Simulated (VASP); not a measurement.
Write the native input for VASP 6.6.1 that does the following.

```
Task                   : single point
Functional             : PBE
Potentials or basis    : VASP PAW PBE potentials, release 64 (In_d, Sb)
Cutoff                 : 520 eV
k mesh                 : 8 × 8 × 16
Occupations            : gaussian, width 0.1 eV
Spin                   : no spin polarisation
Dipole correction      : no
Further INCAR settings : ALGO = Normal; EDIFF = 1e-06; NBANDS = 26
```

The structure of InSb lies in POSCAR:

```
InSb
1.0
    5.5998964340      0.0000000000      0.0000000000
    0.0000000000      6.0795145936      0.0000000000
    0.0000000000      0.0000000000      3.3096455133
In Sb
2 2
Direct
    0.0000000000      0.0000000000      0.2219980642
    0.5000000000      0.5000000000      0.7780019358
    0.5000000000      0.0000000000      0.7436818110
    0.0000000000      0.5000000000      0.2563181890
```

The input as run:

INCAR

```
PREC = Accurate
ENCUT = 520
EDIFF = 1E-6
ISMEAR = 0
SIGMA = 0.1
LREAL = False
LASPH = True
NELM = 80
ALGO = Normal
ISIF = 2
LWAVE = False
LCHARG = False
GGA = PE
NBANDS = 26
```

KPOINTS

```
regular mesh
0
Gamma
  8 8 16
```

Potentials or basis: VASP PAW PBE potentials, release 64 (In_d, Sb).

The run is started by

```console
$ cat potpaw_PBE.64/In_d/POTCAR potpaw_PBE.64/Sb/POTCAR > POTCAR
$ mpirun -np 1 vasp_std > vasp.out
```

Results of the run:

- Pressure: -0.1 GPa
- Band gap on the k mesh: zero (band 18 reaches 8.90 eV, above the bottom of band 19 at 5.40 eV)

Caveat: spin-orbit coupling is left out, which moves the levels of the heavy elements.

It took 6.5 min on 1 thread of Intel Xeon 6975P-C, on a shared host, peak memory 0.66 GiB.
